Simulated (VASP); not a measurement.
Here is a VASP 6.6.1 calculation.

File INCAR:

```
SYSTEM = BeTe
  ALGO = Normal
  EDIFF = 1E-8
  ENCUT = 600
  GGA = CA
  IBRION = 6
  ISIF = 3
  ISMEAR = 0
  LASPH = .True.
  LCHARG = .False.
  LREAL = .False.
  LWAVE = .False.
  NELM = 100
  NFREE = 2
  NSW = 1
  POTIM = 0.015
  PREC = Accurate
  SIGMA = 0.01
```

KPOINTS

```
k-points
0
Gamma
  8 8 8
  0 0 0
```

Contents of POSCAR:

```
BeTe
1.0
    2.7772249640      2.7772249640      0.0000000000
   -2.7772249640      2.7772249640      0.0000000000
    0.0000000000      2.7772249640      2.7772249640
Be Te
1 1
Direct
    0.0000000000      0.0000000000      0.0000000000
    0.7500000000      0.2500000000      0.5000000000
```

Potentials or basis: VASP PAW LDA potentials, release 64 (Be, Te).

The run is started by

```bash
$ cat potpaw_LDA.64/Be/POTCAR potpaw_LDA.64/Te/POTCAR > POTCAR
$ mpirun -np 1 vasp_std > vasp.out
```

Problem. What does it give for the elastic constants C11, C12, C44?

Solution. 106, 44, 53 GPa.

Problem. What does it give for the Voigt bulk modulus?

Solution. 65 GPa.

Problem. Estimate the highest phonon frequency at Γ, LO-TO splitting left out.

Solution. 484 cm⁻¹.

Elastic tensor in Voigt notation (GPa, in the Cartesian axes of the cell as first typed):
```
106  44  44   0   0   0
 44 106  44   0   0   0
 44  44 106   0   0   0
  0   0   0  53   0   0
  0   0   0   0  53   0
  0   0   0   0   0  53
```
